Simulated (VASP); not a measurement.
CoO, 2 atoms in the cell. The structure is tetragonal, space group I4/mmm (No. 139). Conventional cell: a = 3.016 Å, b = 3.016 Å, c = 4.215 Å, α = 90.00°, β = 90.00°, γ = 90.00°. Within 2.8 Å of Co (site symmetry 4/mmm) lie 6 O at 2.11 to 2.13 Å. O (site symmetry 4/mmm) has 6 Co at 2.11 to 2.13 Å within 2.8 Å. 

| Item | Value |
| --- | --- |
| Program | VASP 6.6.1 |
| Task | single point |
| Functional | PBEsol |
| Potentials or basis | VASP PAW PBE potentials, release 64 (Co_sv, O_h) |
| Cutoff | 1340 eV |
| k mesh | 9 × 9 × 9 |
| Occupations | gaussian, width 0.05 eV |
| Spin | collinear spin, ferromagnetic start |
| Starting moments | [2.34, -0.02] μB |
| Fixed moment | 2.25 μB |
| Hubbard terms | Co d U = 4.0 eV, J = 0.5 eV |
| Dipole correction | no |
| LDAUTYPE | 1 |
| Hund's J | 0.5 |
| Further INCAR settings | ALGO = Normal; EDIFF = 1e-06; NBANDS = 22 |

Potentials or basis: VASP PAW PBE potentials, release 64 (Co_sv, O_h).

Command:

```console
$ cat potpaw_PBE.64/Co_sv/POTCAR potpaw_PBE.64/O_h/POTCAR > POTCAR
$ mpirun -np 1 vasp_std > vasp.out
```

Hardware: 1 thread of AMD EPYC 7R43 64-Core Processor (Zen 3), on a shared host.

Task: Estimate the wall time of this run.

Result: Run time: 5.8 min on 1 thread of AMD EPYC 7R43 64-Core Processor (Zen 3), on a shared host, peak memory 0.34 GiB. Counts: scf iterations 16, k points 75.
